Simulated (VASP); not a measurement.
# AlN (P6_3mc) in VASP: further runs

AlN is run at these levels: PBE; tasks: single point, relaxation of cell and atoms.

Program: VASP 6.6.1. These are calculated values, not measurements. Logs are shortened: lines on timing, memory, paths and dates and some standing lists are left out, and cuts for length are marked.

## Step 1: The cell of the first run

The structure is hexagonal, space group P6_3mc (No. 186). The conventional cell has a = 3.146 Å, b = 3.146 Å, c = 5.049 Å, α = 90.00°, β = 90.00°, γ = 120.00°. Within 2.5 Å of Al (site symmetry 3m) lie 4 N at 1.91 to 1.92 Å. Within 2.5 Å of N (site symmetry 3m) lie 4 Al at 1.91 to 1.92 Å.

## Step 2: Single point, PBE

File INCAR:

```
SYSTEM = AlN
PREC     = Accurate       ! precision mode
ENCUT    = 520            ! plane-wave cutoff, eV
EDIFF    = 1E-7           ! SCF threshold, eV
ISMEAR   = 0              ! smearing method
SIGMA    = 0.02           ! smearing width, eV
LREAL    = .FALSE.        ! projectors in reciprocal space
LASPH    = .TRUE.         ! aspherical terms in the spheres
NELM     = 100            ! most SCF steps
ALGO     = Normal         ! electronic algorithm
ISIF     = 2              ! what is computed and relaxed
LWAVE    = .FALSE.        ! write WAVECAR
LCHARG   = .FALSE.        ! write CHGCAR
GGA      = PE             ! functional
NBANDS   = 16             ! bands
```

File KPOINTS:

```
regular mesh
0
G
  12 12 6
  0 0 0
```

File POSCAR:

```
AlN
1.0
    3.1464075468      0.0000000000      0.0000000000
   -1.5732037734      2.7248688662      0.0000000000
    0.0000000000      0.0000000000      5.0487692038
Al N
2 2
Direct
    0.6666666667      0.3333333333      0.4993672551
    0.3333333333      0.6666666667      0.9993672551
    0.6666666667      0.3333333333      0.8806327449
    0.3333333333      0.6666666667      0.3806327449
```

Potentials or basis: VASP PAW PBE potentials, release 64 (Al, N).

Run with:

```
$ cat potpaw_PBE.64/Al/POTCAR potpaw_PBE.64/N/POTCAR > POTCAR
$ mpirun -np 1 vasp_std > vasp.out
```

OUTCAR:

```text
SYSTEM = AlN
   PREC = Accurate
   ENCUT = 520
   EDIFF = 1E-7
   ISMEAR = 0
   LREAL = .FALSE.
   LASPH = .TRUE.
   NELM = 100
   ISIF = 2
   GGA = PE

 ion  position               nearest neighbor table
   1  0.667  0.333  0.499-   4 1.91   4 1.91   4 1.91   3 1.92   2 3.11   2 3.11   2 3.11   2 3.11
                             2 3.11   2 3.11
   2  0.333  0.667  0.999-   3 1.91   3 1.91   3 1.91   4 1.92   1 3.11   1 3.11   1 3.11   1 3.11
                             1 3.11   1 3.11
   3  0.667  0.333  0.881-   2 1.91   2 1.91   2 1.91   1 1.92
   4  0.333  0.667  0.381-   1 1.91   1 1.91   1 1.91   2 1.92

  LATTYP: Found a hexagonal cell.
 ALAT       =     3.1464075468
 C/A-ratio  =     1.6046138743

  Lattice vectors:

 A1 = (   3.1464075468,   0.0000000000,   0.0000000000)
 A2 = (  -1.5732037734,   2.7248688662,   0.0000000000)
 A3 = (   0.0000000000,   0.0000000000,   5.0487692038)

Analysis of symmetry for initial positions (statically):
=====================================================================
 Subroutine PRICEL returns:
 Original cell was already a primitive cell.

 Routine SETGRP: Setting up the symmetry group for a
 hexagonal supercell.

 Subroutine GETGRP returns: Found 12 space group operations
 (whereof  6 operations were pure point group operations)
 out of a pool of 24 trial point group operations.

The static configuration has the point symmetry C_3v.
 The point group associated with its full space group is C_6v.

Analysis of symmetry for dynamics (positions and initial velocities):
=====================================================================
 Subroutine PRICEL returns:
 Original cell was already a primitive cell.

 Routine SETGRP: Setting up the symmetry group for a
 hexagonal supercell.

 Subroutine GETGRP returns: Found 12 space group operations
 (whereof  6 operations were pure point group operations)
 out of a pool of 24 trial point group operations.

The dynamic configuration has the point symmetry C_3v.
 The point group associated with its full space group is C_6v.

 Subroutine INISYM returns: Found 12 space group operations
 (whereof  6 operations are pure point group operations),
 and found     1 'primitive' translations

----------------------------------------------------------------------------------------

                                     Primitive cell

  volume of cell :      43.2859

  direct lattice vectors                    reciprocal lattice vectors
     3.146407547  0.000000000  0.000000000     0.317822782  0.183495069  0.000000000
    -1.573203773  2.724868866  0.000000000     0.000000000  0.366990138  0.000000000
     0.000000000  0.000000000  5.048769204     0.000000000  0.000000000  0.198068076

  length of vectors
     3.146407547  3.146407547  5.048769204     0.366990138  0.366990138  0.198068076

  position of ions in fractional coordinates (direct lattice)
     0.666666667  0.333333333  0.499367255
     0.333333333  0.666666667  0.999367255
     0.666666667  0.333333333  0.880632745
     0.333333333  0.666666667  0.380632745

  ion indices of the primitive-cell ions
   primitive index   ion index
                 1           1
                 2           2
                 3           3
                 4           4

----------------------------------------------------------------------------------------

 KPOINTS: regular mesh

Automatic generation of k-mesh.
 Grid dimensions read from file:
 generate k-points for:   12   12    6

 Generating k-lattice:

  Cartesian coordinates                     Fractional coordinates (reciprocal lattice)
     0.026485232  0.015291256  0.000000000     0.083333333  0.000000000  0.000000000
     0.000000000  0.030582511  0.000000000     0.000000000  0.083333333  0.000000000
     0.000000000  0.000000000  0.033011346     0.000000000  0.000000000  0.166666667

  Length of vectors
     0.030582511  0.030582511  0.033011346

  Shift w.r.t. Gamma in fractional coordinates (k-lattice)
     0.000000000  0.000000000  0.000000000

 Subroutine IBZKPT returns following result:
 ===========================================

 Found     76 irreducible k-points:

 Following reciprocal coordinates:
            Coordinates               Weight
  0.000000  0.000000  0.000000      1.000000
  0.083333 -0.000000  0.000000      6.000000
  0.166667  0.000000  0.000000      6.000000
  0.250000 -0.000000  0.000000      6.000000
  0.333333  0.000000  0.000000      6.000000
  0.416667 -0.000000  0.000000      6.000000
[... 16 lines left out ...]
  0.250000 -0.000000  0.166667     12.000000
  0.333333  0.000000  0.166667     12.000000
 [... further k-points ...]
   k-points           NKPTS =     76   k-points in BZ     NKDIM =     76   number of bands    NBANDS=     16
   number of dos      NEDOS =    301   number of ions     NIONS =      4
   total plane-waves  NPLWV =  23040
   dimension x,y,z NGX =    24 NGY =   24 NGZ =   40
   dimension x,y,z NGXF=    48 NGYF=   48 NGZF=   80
   ions per type =               2   2
   NGX,Y,Z   is equivalent  to a cutoff of  12.68, 12.68, 13.17 a.u.
   NGXF,Y,Z  is equivalent  to a cutoff of  25.36, 25.36, 26.34 a.u.
 SYSTEM =  AlN
   PREC   = accura    normal or accurate (medium, high low for compatibility)
   ISTART =      0    job   : 0-new  1-cont  2-samecut
   ICHARG =      2    charge: 1-file 2-atom 10-const
   ISPIN  =      1    spin polarized calculation?
   LNONCOLLINEAR =      F non collinear calculations
   LSORBIT =      F    spin-orbit coupling
   LASPH  =      T    aspherical Exc in radial PAW
   ENCUT  =  520.0 eV  38.22 Ry    6.18 a.u.   5.85  5.85  9.39*2*pi/ulx,y,z
   NELM   =    100;   NELMIN=  2; NELMDL= -5     # of ELM steps
   EDIFF  = 0.1E-06   stopping-criterion for ELM
   LREAL  =      F    real-space projection
   EDIFFG = 0.1E-05   stopping-criterion for IOM
   NSW    =      0    number of steps for IOM
   IBRION =     -1    ionic relax: 0-MD 1-quasi-New 2-CG
   NFREE  =      0    steps in history (QN), initial steepest desc. (CG)
   ISIF   =      2    stress and relaxation
   ISYM   =      2    0-nonsym 1-usesym 2-fastsym
   POTIM  = 0.5000    time-step for ionic-motion
   TEBEG  =    0.0;   TEEND  =   0.0 temperature during run
   PSTRESS=    0.0 pullay stress
   NELECT =      16.0000    total number of electrons
   NUPDOWN=      -1.0000    fix difference up-down
   EMIN   =  10.00;   EMAX   =-10.00  energy-range for DOS
   EFERMI =   0.00;   METHOD = LEGACY
   ISMEAR =     0;   SIGMA  =   0.02  broadening in eV -4-tet -1-fermi 0-gaus
   EFERMI_NEDOS =   21; number of points for ismear=-14 and -15
   IALGO  =     38    algorithm
   IMIX   =      4    mixing-type and parameters
     AMIX     =   0.40;   BMIX     =  1.00
     AMIX_MAG =   1.60;   BMIX_MAG =  1.00
  volume/ion in A,a.u.               =      10.82        73.03
  Fermi-wavevector in a.u.,A,eV,Ry     =   1.174896  2.220232 18.781221  1.380381
  Thomas-Fermi vector in A             =   2.311286
   LORBIT       =      0    0 simple, 1 ext, 2 COOP (PROOUT), +10 PAW based schemes
   GGA     = PE    functional components
   LHFCALC =     F    Hartree Fock is set to
   AEXX    =    0.0000 exact exchange contribution
   IVDW    =     0    specifies the selected vdW correction
   LEPSILON=     F    determine dielectric tensor
   LRPA    =     F    only Hartree local field effects (RPA)
 non-spin polarized calculation
 Gauss-broadening in eV      SIGMA  =   0.02
  energy-cutoff  :      520.00
  volume of cell :       43.29
 maximum number of plane-waves:      1194
 NGX is ok and might be reduce to    24
   NGX = 11   NGY = 11   NGZ = 19

 number of electron      15.9999999 magnetization

 Free energy of the ion-electron system (eV)
  ---------------------------------------------------
  ext. energy  EPLUGINS =         0.00000000
  ---------------------------------------------------
  free energy    TOTEN  =       -29.77285383 eV

  energy without entropy =      -29.77285383  energy(sigma->0) =      -29.77285383

 E-fermi :   5.9684     XC(G=0): -10.7562

 val. band max:        5.8027288705   @ k =   0.0000   0.0000   0.0000
 cond. band min:       9.7093661296   @ k =   0.0000   0.0000   0.0000
 fundamental gap:      3.9066372591
 Fermi energy:         5.9683769779

 k-point     1 :       0.0000    0.0000    0.0000
  band No.  band energies     occupation
      1      -9.1610      2.00000
      2      -7.1313      2.00000
      3      -0.0273      2.00000
      4       4.9776      2.00000
      5       4.9776      2.00000
      6       5.6136      2.00000
[... 8 lines left out ...]
     15      18.6252      0.00000
     16      18.6252      0.00000

 k-point     2 :       0.0833   -0.0000    0.0000
  band No.  band energies     occupation
      1      -9.0758      2.00000
      2      -7.0831      2.00000
      3       0.0753      2.00000
      4       4.5719      2.00000
      5       4.8646      2.00000
      6       5.1956      2.00000
[... 8 lines left out ...]
     15      18.6224      0.00000
     16      18.7052      0.00000

 k-point     3 :       0.1667    0.0000    0.0000
  band No.  band energies     occupation
      1      -8.8283      2.00000
      2      -6.9518      2.00000
      3       0.3775      2.00000
      4       3.5854      2.00000
      5       4.3259      2.00000
      6       4.5979      2.00000
[... 8 lines left out ...]
     15      17.9207      0.00000
     16      18.3916      0.00000

 k-point     4 :       0.2500   -0.0000    0.0000
  band No.  band energies     occupation
      1      -8.4438      2.00000
      2      -6.7781      2.00000
      3       0.8606      2.00000
      4       2.4401      2.00000
      5       3.3808      2.00000
      6       4.2906      2.00000
[... 8 lines left out ...]
     15      17.5460      0.00000
     16      18.8304      0.00000

 k-point     5 :       0.3333    0.0000    0.0000
  band No.  band energies     occupation
      1      -7.9740      2.00000
      2      -6.6332      2.00000
      3       1.3917      2.00000
      4       1.5214      2.00000
      5       2.5429      2.00000
      6       4.0231      2.00000
[... 8 lines left out ...]
     15      17.5492      0.00000
     16      19.8683      0.00000

 k-point     6 :       0.4167   -0.0000    0.0000
  band No.  band energies     occupation
      1      -7.5184      2.00000
      2      -6.5958      2.00000
      3       0.7360      2.00000
      4       1.9246      2.00000
      5       2.1865      2.00000
      6       3.8451      2.00000
[... 8 lines left out ...]
     15      18.1012      0.00000
     16      20.6220      0.00000
[... 267 lines left out ...]
 k-point    21 :       0.0833   -0.0000    0.1667
  band No.  band energies     occupation
      1      -8.9754      2.00000
      2      -7.2709      2.00000
      3       0.4134      2.00000
      4       4.6141      2.00000
      5       4.8642      2.00000
      6       4.9101      2.00000
[... 8 lines left out ...]
     15      18.1975      0.00000
     16      18.3802      0.00000

 k-point    22 :       0.1667    0.0000    0.1667
  band No.  band energies     occupation
      1      -8.7317      2.00000
      2      -7.1232      2.00000
      3       0.6624      2.00000
      4       3.6461      2.00000
      5       4.1007      2.00000
      6       4.6534      2.00000
[... 8 lines left out ...]
     15      17.9974      0.00000
     16      18.4684      0.00000

 k-point    23 :       0.2500   -0.0000    0.1667
  band No.  band energies     occupation
      1      -8.3543      2.00000
      2      -6.9217      2.00000
      3       0.9959      2.00000
      4       2.5936      2.00000
      5       3.2146      2.00000
      6       4.3549      2.00000
[... 8 lines left out ...]
     15      17.8363      0.00000
     16      18.8785      0.00000

 k-point    24 :       0.3333    0.0000    0.1667
  band No.  band energies     occupation
      1      -7.8963      2.00000
      2      -6.7376      2.00000
      3       1.0218      2.00000
      4       1.9505      2.00000
      5       2.5501      2.00000
      6       4.0934      2.00000
[... 8 lines left out ...]
     15      17.8671      0.00000
     16      19.7687      0.00000

 [... further k-points ...]

------------------------ aborting loop because EDIFF is reached ----------------------------------------

  FORCE on cell =-STRESS in cart. coord.  units (eV):
  Direction    XX          YY          ZZ          XY          YZ          ZX
  --------------------------------------------------------------------------------------
  -------------------------------------------------------------------------------------
  Total       -0.9058179     -0.9058179     -0.8875823      0.0000000      0.0000000      0.0000000
  in kB      -33.5278263    -33.5278263    -32.8528536      0.0000000      0.0000000      0.0000000
  external PRESSURE =     -33.3028354 kB  Pullay stress =       0.0000000 kB

 VOLUME and BASIS-vectors are now :
 -----------------------------------------------------------------------------
  energy-cutoff  :      520.00
  volume of cell :       43.29
      direct lattice vectors                 reciprocal lattice vectors
     3.146407547  0.000000000  0.000000000     0.317822782  0.183495069  0.000000000
    -1.573203773  2.724868866  0.000000000     0.000000000  0.366990138  0.000000000
     0.000000000  0.000000000  5.048769204     0.000000000  0.000000000  0.198068076

 POSITION                                       TOTAL-FORCE (eV/Angst)
 -----------------------------------------------------------------------------------
      1.57320      0.90829      2.52119        -0.000000      0.000000     -0.000120
     -0.00000      1.81658      5.04557        -0.000000      0.000000     -0.000120
      1.57320      0.90829      4.44611        -0.000000      0.000000      0.000120
     -0.00000      1.81658      1.92173         0.000000     -0.000000      0.000120
 -----------------------------------------------------------------------------------
    total drift:                               -0.000000      0.000000      0.000232

  FREE ENERGIE OF THE ION-ELECTRON SYSTEM (eV)
  ---------------------------------------------------
  free  energy   TOTEN  =       -29.7728538344 eV

  energy  without entropy=      -29.7728538344  energy(sigma->0) =      -29.77285383
```

Wall time 66 s (1 thread of Intel Xeon 8259CL, shared host); peak memory 0.18 GiB.

Results:

| Property | Result |
| --- | --- |
| Free energy | -29.7729 eV |
| Pressure | -3.3 GPa |
| Band gap on the k mesh | 3.91 eV |

Levels at points of the mesh, in eV from the valence-band top:
```
           k point  band 5  band 6  band 7  band 8  band 9  band 10  band 11  band 12
(0.00, 0.00, 0.00)   -0.83   -0.19   -0.19    0.00    3.91     6.38    10.32    10.92
(0.50, 0.00, 0.00)   -3.25   -2.02   -1.72   -0.67    5.71     5.72     7.89    10.03
(0.00, 0.00, 0.50)   -0.52   -0.52   -0.52   -0.52    6.18     6.18    10.03    10.03
(0.50, 0.00, 0.50)   -1.42   -1.42   -1.33   -1.33    5.19     5.19     9.05     9.05
```

Caveat: the cell stands under tension. A k mesh can miss the band edges.

## Step 3: Single point, PBE

File INCAR:

```
PREC = Accurate
ENCUT = 520
EDIFF = 1E-6
ISMEAR = 0
SIGMA = 0.02
LREAL = False
LASPH = True
NELM = 60
ALGO = Normal
ISIF = 2
LWAVE = False
LCHARG = True
GGA = PE
LELF = True
LVHAR = True
NBANDS = 16
```

File KPOINTS:

```
Automatic mesh
0
Gamma
  12 12 6
```

File POSCAR:

```
AlN
1.0
    3.1463184603      0.0000000000      0.0000000000
   -1.5731592301      2.7247917150      0.0000000000
    0.0000000000      0.0000000000      5.0485654008
Al N
2 2
Direct
    0.6666666667      0.3333333333      0.4993726920
    0.3333333333      0.6666666667      0.9993726920
    0.6666666667      0.3333333333      0.8806273080
    0.3333333333      0.6666666667      0.3806273080
```

Potentials or basis: VASP PAW PBE potentials, release 64 (Al, N).

Run with:

```
$ cat potpaw_PBE.64/Al/POTCAR potpaw_PBE.64/N/POTCAR > POTCAR
$ mpirun -np 1 vasp_std > vasp.out
```

Run time: 56 s. Hardware: 1 thread of Intel Xeon 8259CL, shared host; peak memory 0.18 GiB.

The run converged. Its results:

| Property | Result |
| --- | --- |
| Free energy | -29.7729 eV |
| Pressure | -3.3 GPa |
| Band gap on the k mesh | 3.91 eV |

Stress tensor (GPa, compression positive):
```
-3.33  0.00  0.00
 0.00 -3.33  0.00
 0.00  0.00 -3.25
```

Levels at points of the mesh, in eV from the valence-band top:
| k point | band 4 | band 5 | band 6 | band 7 | band 8 | band 9 | band 10 | band 11 | band 12 | band 13 |
| --- | --- | --- | --- | --- | --- | --- | --- | --- | --- | --- |
| (0.00, 0.00, 0.00) | -0.83 | -0.83 | -0.19 | -0.19 | 0.00 | 3.91 | 6.38 | 10.32 | 10.92 | 10.92 |
| (0.50, 0.00, 0.00) | -4.08 | -3.25 | -2.02 | -1.72 | -0.67 | 5.71 | 5.73 | 7.89 | 10.03 | 10.72 |
| (0.00, 0.00, 0.50) | -3.27 | -0.52 | -0.52 | -0.52 | -0.52 | 6.18 | 6.18 | 10.04 | 10.04 | 11.24 |
| (0.50, 0.00, 0.50) | -5.45 | -1.42 | -1.42 | -1.33 | -1.33 | 5.19 | 5.19 | 9.05 | 9.05 | 11.42 |

Caveat: the cell stands under tension. A k mesh can miss the band edges.

(Continued in part 2 of 2.)
